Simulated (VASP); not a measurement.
# Ba4Ti4HO11 (a cell with a defect) in VASP: single point with PBE

Aim: the single point of Ba4Ti4HO11 (a cell with a defect) with PBE.

All numbers are computed with VASP 6.6.1; they aren't measurements. Logs are shortened: lines on timing, memory, paths and dates and some standing lists are left out, and cuts for length are marked.

## (1) The cell of the first run

The cell holds a defect, 20 atoms: a = 6.939 Å, b = 6.939 Å, c = 6.939 Å, α = 109.47°, β = 109.47°, γ = 109.47°.

## (2) Single point, PBE, collinear spin

INCAR

```
SYSTEM = Ba4Ti4HO11
ALGO     = Normal         ! electronic algorithm
EDIFF    = 1E-6           ! SCF threshold, eV
ENCUT    = 520            ! plane-wave cutoff, eV
GGA      = PE             ! functional
GGA_COMPAT= .FALSE.      
ISIF     = 2              ! what is computed and relaxed
ISMEAR   = -1             ! smearing method
ISPIN    = 2              ! spin polarisation
LASPH    = .TRUE.         ! aspherical terms in the spheres
LCHARG   = .FALSE.        ! write CHGCAR
LMAXMIX  = 4              ! l up to which the mixer works
LORBIT   = 11             ! projections on sites
LREAL    = .FALSE.        ! projectors in reciprocal space
LWAVE    = .FALSE.        ! write WAVECAR
MAGMOM   = 0 0 0 0 0 0 0 0 1 0 0 0 0 0 0 0 0 0 0 0 ! initial moments
NBANDS   = 98             ! bands
NELM     = 200            ! most SCF steps
PREC     = Accurate       ! precision mode
SIGMA    = 0.01           ! smearing width, eV
```

KPOINTS

```
k-points
0
G
  3 3 3
  0 0 0
```

POSCAR

```
Ba4Ti4HO11
1.0
   -4.0060000000      4.0060000000      4.0060000000
    4.0060000000     -4.0060000000      4.0060000000
    4.0060000000      4.0060000000     -4.0060000000
Ba Ti H O
4 4 1 11
Direct
    0.4979103972      0.4989551986      0.4989551986
    0.0000000000      0.0010448014      0.4989551986
    0.0000000000      0.4989551986      0.0010448014
    0.5020896028      0.0010448014      0.0010448014
    0.0000000000     -0.0117898376     -0.0117898376
    0.5000000000      0.5000000000      0.0000000000
    0.5000000000      0.0000000000      0.5000000000
    0.0000000000      0.5117898376      0.5117898376
    0.0000000000      0.2500000000      0.2500000000
    0.5000000000      0.7500000000      0.2500000000
    0.5000000000      0.2500000000      0.7500000000
    0.0000000000      0.7500000000      0.7500000000
    0.2468363463      0.0043055795      0.2511419258
    0.7531636537      0.4956944205      0.2488580742
    0.7531636537      0.0043055795      0.7574692332
    0.2468363463      0.4956944205      0.7425307668
    0.2468363463      0.2511419258      0.0043055795
    0.7531636537      0.7574692332      0.0043055795
    0.7531636537      0.2488580742      0.4956944205
    0.2468363463      0.7425307668      0.4956944205
```

Potentials or basis: VASP PAW PBE potentials, release 64 (Ba_sv, Ti_sv, H, O).

Command:

```bash
$ cat potpaw_PBE.64/Ba_sv/POTCAR potpaw_PBE.64/Ti_sv/POTCAR potpaw_PBE.64/H/POTCAR potpaw_PBE.64/O/POTCAR > POTCAR
$ mpirun -np 1 vasp_std > vasp.out
```

OUTCAR:

```text
SYSTEM = Ba4Ti4HO11
   EDIFF = 1E-6
   ENCUT = 520
   GGA = PE
   ISIF = 2
   ISMEAR = -1
   ISPIN = 2
   LASPH = .TRUE.
   LORBIT = 11
   LREAL = .FALSE.
   NELM = 200
   PREC = Accurate

 ion  position               nearest neighbor table
   1  0.498  0.499  0.499-  13 2.80  16 2.80  20 2.80  17 2.80  10 2.83  11 2.83  12 2.84  14 2.86
                            19 2.86  15 2.86  18 2.86   8 3.43   5 3.43   6 3.47   7 3.47   6 3.47
   2  0.000  0.001  0.499-  13 2.80  16 2.80  18 2.80  19 2.80  11 2.83  10 2.83  12 2.84  14 2.86
                            15 2.86  17 2.86  20 2.86   5 3.43   8 3.43   6 3.47   7 3.47   7 3.47
   3  0.000  0.499  0.001-  14 2.80  15 2.80  17 2.80  20 2.80  10 2.83  11 2.83  12 2.84  16 2.86
                            13 2.86  19 2.86  18 2.86   5 3.43   8 3.43   7 3.47   6 3.47   7 3.47
   4  0.502  0.001  0.001-  14 2.80  15 2.80  18 2.80  19 2.80  10 2.83  11 2.83  12 2.84  17 2.86
                            16 2.86  13 2.86  20 2.86   5 3.43   8 3.43   7 3.47   7 3.47   6 3.47
   5  0.000  0.988  0.988-  12 1.91  17 1.98  15 1.98  13 1.98  18 1.98   4 3.43   3 3.43   2 3.43
                             1 3.43   3 3.52   4 3.52   2 3.52   1 3.52
   6  0.500  0.500  0.000-  10 2.00  11 2.00  14 2.03  16 2.03  17 2.03  18 2.03   2 3.47   1 3.47
                             3 3.47   4 3.47   2 3.47   1 3.47   3 3.47   4 3.47
   7  0.500  0.000  0.500-  10 2.00  11 2.00  13 2.03  15 2.03  19 2.03  20 2.03   3 3.47   2 3.47
                             4 3.47   4 3.47   1 3.47   1 3.47   2 3.47   3 3.47
   8  0.000  0.512  0.512-  12 1.91  19 1.98  16 1.98  14 1.98  20 1.98   1 3.43   4 3.43   2 3.43
                             3 3.43   3 3.52   2 3.52   4 3.52   1 3.52
   9  0.000  0.250  0.250-
  10  0.500  0.750  0.250-   6 2.00   7 2.00   1 2.83   4 2.83   2 2.83   3 2.83
  11  0.500  0.250  0.750-   6 2.00   7 2.00   1 2.83   4 2.83   3 2.83   2 2.83
  12  0.000  0.750  0.750-   5 1.91   8 1.91   3 2.84   4 2.84   2 2.84   1 2.84
  13  0.247  0.004  0.251-   5 1.98   7 2.03   1 2.80   2 2.80   4 2.86   3 2.86
  14  0.753  0.496  0.249-   8 1.98   6 2.03   3 2.80   4 2.80   2 2.86   1 2.86
  15  0.753  0.004  0.757-   5 1.98   7 2.03   3 2.80   4 2.80   2 2.86   1 2.86
  16  0.247  0.496  0.743-   8 1.98   6 2.03   1 2.80   2 2.80   4 2.86   3 2.86
  17  0.247  0.251  0.004-   5 1.98   6 2.03   1 2.80   3 2.80   4 2.86   2 2.86
  18  0.753  0.757  0.004-   5 1.98   6 2.03   4 2.80   2 2.80   3 2.86   1 2.86
  19  0.753  0.249  0.496-   8 1.98   7 2.03   2 2.80   4 2.80   1 2.86   3 2.86
  20  0.247  0.743  0.496-   8 1.98   7 2.03   1 2.80   3 2.80   2 2.86   4 2.86

  LATTYP: Found a body centered cubic cell.
 ALAT       =     8.0120000000

  Lattice vectors:

 A1 = (  -4.0060000000,   4.0060000000,   4.0060000000)
 A2 = (   4.0060000000,  -4.0060000000,   4.0060000000)
 A3 = (   4.0060000000,   4.0060000000,  -4.0060000000)

Analysis of symmetry for initial positions (statically):
[... 205 lines left out ...]
  energy without entropy =     -154.30837216  energy(sigma->0) =     -154.30927552

 E-fermi :   6.0843     XC(G=0): -11.1300

 val. band max:        6.0574476902   @ k =   0.0000   0.3333   0.0000
 cond. band min:       6.0900807601   @ k =   0.3333   0.0000   0.0000
 fundamental gap:      0.0326330699
 Fermi energy:         6.0843204442

 spin component 1

 k-point     1 :       0.0000    0.0000    0.0000
  band No.  band energies     occupation
      1     -52.5302      1.00000
      2     -52.5292      1.00000
      3     -52.4946      1.00000
      4     -52.4933      1.00000
      5     -28.8727      1.00000
      6     -28.8153      1.00000
[... 541 lines left out ...]
     88       7.9521      0.00000
     89       7.9573      0.00000
 Fermi energy:         6.0843204442

 spin component 2

 k-point     1 :       0.0000    0.0000    0.0000
  band No.  band energies     occupation
      1     -52.4553      1.00000
      2     -52.4542      1.00000
      3     -52.4095      1.00000
      4     -52.4082      1.00000
      5     -28.7623      1.00000
      6     -28.7288      1.00000
[... 541 lines left out ...]
     88       7.9969      0.00000
     89       8.0599      0.00000
 [bands above 89 left out]

------------------------ aborting loop because EDIFF is reached ----------------------------------------

  FORCE on cell =-STRESS in cart. coord.  units (eV):
  Direction    XX          YY          ZZ          XY          YZ          ZX
  --------------------------------------------------------------------------------------
  -------------------------------------------------------------------------------------
  Total        8.3497255      5.5428984      5.5428984      0.0000000      0.0000000      0.0000000
  in kB       52.0223484     34.5346194     34.5346194      0.0000000      0.0000000      0.0000000
  external PRESSURE =      40.3638624 kB  Pullay stress =       0.0000000 kB

 VOLUME and BASIS-vectors are now :
 -----------------------------------------------------------------------------
  energy-cutoff  :      520.00
  volume of cell :      257.15
      direct lattice vectors                 reciprocal lattice vectors
    -4.006000000  4.006000000  4.006000000     0.000000000  0.124812781  0.124812781
     4.006000000 -4.006000000  4.006000000     0.124812781  0.000000000  0.124812781
     4.006000000  4.006000000 -4.006000000     0.124812781  0.124812781  0.000000000

 POSITION                                       TOTAL-FORCE (eV/Angst)
 -----------------------------------------------------------------------------------
      2.00300      1.99463      1.99463         0.000000     -0.007657     -0.007657
      2.00300      1.99463     -1.99463         0.000000     -0.007657      0.007657
      2.00300     -1.99463      1.99463         0.000000      0.007657     -0.007657
     -2.00300      2.01137      2.01137         0.000000      0.007657      0.007657
      7.91754      0.00000      0.00000         0.070949     -0.000000      0.000000
      0.00000      0.00000      4.00600         0.000000     -0.000000      0.000000
[... 12 lines left out ...]
     -0.03450      4.00600      2.02835         0.037620     -0.000000      0.008514
      3.97150      0.00000      1.97765         0.037620     -0.000000     -0.008514
 -----------------------------------------------------------------------------------
    total drift:                                0.000000      0.000000     -0.000000

  FREE ENERGIE OF THE ION-ELECTRON SYSTEM (eV)
  ---------------------------------------------------
  free  energy   TOTEN  =      -154.3101788898 eV

  energy  without entropy=     -154.3083721577  energy(sigma->0) =     -154.30927552

 total charge

# of ion       s       p       d       tot
------------------------------------------
    1        2.008   5.648   0.332   7.988
    2        2.008   5.648   0.332   7.988
    3        2.008   5.648   0.332   7.988
    4        2.008   5.648   0.332   7.988
    5        2.210   6.261   1.796  10.267
    6        2.199   6.247   1.728  10.174
[... 12 lines left out ...]
   19        1.563   3.465   0.000   5.028
   20        1.563   3.465   0.000   5.028
--------------------------------------------------
tot         34.602  85.754   8.376 128.732

 magnetization (x)

# of ion       s       p       d       tot
------------------------------------------
    1        0.000  -0.000   0.001   0.001
    2        0.000  -0.000   0.001   0.001
    3        0.000  -0.000   0.001   0.001
    4        0.000  -0.000   0.001   0.001
    5        0.001   0.001   0.081   0.083
    6        0.001   0.001   0.071   0.072
[... 12 lines left out ...]
   19       -0.000  -0.004   0.000  -0.004
   20       -0.000  -0.004   0.000  -0.004
--------------------------------------------------
tot         -0.000  -0.031   0.310   0.278
```

stdout:

```text
POSCAR found type information on POSCAR BaTiH O
 POSCAR found :  4 types and      20 ions
 scaLAPACK will be used
 -----------------------------------------------------------------------------
|                                                                             |
|                                                                             |
|     You have a (more or less) 'large supercell' and for larger cells it     |
|     might be more efficient to use real-space projection operators.         |
|     Therefore, try LREAL= Auto in the INCAR file.                           |
|     Mind: For very accurate calculation, you might also keep the            |
|     reciprocal projection scheme (i.e. LREAL=.FALSE.).                      |
|                                                                             |
 -----------------------------------------------------------------------------

 LDA part: xc-table for (Slater+PW92), standard interpolation
 POSCAR, INCAR and KPOINTS ok, starting setup
 FFT: planning ... GRIDC
 FFT: planning ... GRID_SOFT
 FFT: planning ... GRID
 WAVECAR not read
 entering main loop
```

Wall time 10 min (1 thread of Oxide Virtual Turin-like, shared host); peak memory 0.61 GiB.

Results:

```
Free energy                                           : -154.3102 eV
Pressure                                              : 4.0 GPa
Largest force                                         : 0.071 eV/Å
Net moment                                            : 0.33 μB per cell
Site moments                                          : Ba +0.00; Ti +0.08, +0.07 (each value once); H -0.00; O +0.00, -0.01, -0.00 (each value once) μB
Valence electrons inside the program's atomic spheres : Ba 7.99; Ti 10.27, 10.17 (each value once); H 0.56; O 5.03, 5.06 (each value once)
```

Forces in eV/Å, atoms in the order of the input:
```
Ba   0.000 -0.008 -0.008
Ba   0.000 -0.008  0.008
Ba   0.000  0.008 -0.008
Ba   0.000  0.008  0.008
Ti   0.071  0.000  0.000
Ti   0.000  0.000  0.000
Ti   0.000  0.000  0.000
Ti  -0.071  0.000  0.000
H    0.000  0.000  0.000
O    0.000  0.000  0.000
O    0.000  0.000  0.000
O    0.000  0.000  0.000
O   -0.038 -0.009  0.000
O    0.038  0.009  0.000
O   -0.038  0.009  0.000
O    0.038 -0.009  0.000
O   -0.038  0.000 -0.009
O   -0.038  0.000  0.009
O    0.038  0.000  0.009
O    0.038  0.000 -0.009
```

Stress tensor (GPa, compression positive):
```
5.20 0.00 0.00
0.00 3.45 0.00
0.00 0.00 3.45
```

Levels at points of the mesh, in eV from the Fermi level:
Spin up:
| k point | band 74 | band 75 | band 76 | band 77 | band 78 | band 79 | band 80 | band 81 | band 82 | band 83 |
| --- | --- | --- | --- | --- | --- | --- | --- | --- | --- | --- |
| (0.00, 0.00, 0.00) | -2.91 | -2.55 | -2.55 | -2.43 | -0.35 | -0.35 | -0.34 | 1.09 | 1.09 | 1.30 |
Spin down:
| k point | band 73 | band 74 | band 75 | band 76 | band 77 | band 78 | band 79 | band 80 | band 81 | band 82 |
| --- | --- | --- | --- | --- | --- | --- | --- | --- | --- | --- |
| (0.00, 0.00, 0.00) | -2.91 | -2.91 | -2.55 | -2.55 | -2.43 | -0.30 | -0.24 | -0.24 | 1.19 | 1.19 |

Caveat: the k points lie up to 0.37 Å⁻¹ apart; spin-orbit coupling is left out, which moves the levels of the heavy elements; semilocal functionals often make such compounds metallic where correlation or magnetic order opens a gap, which also shifts bond lengths.
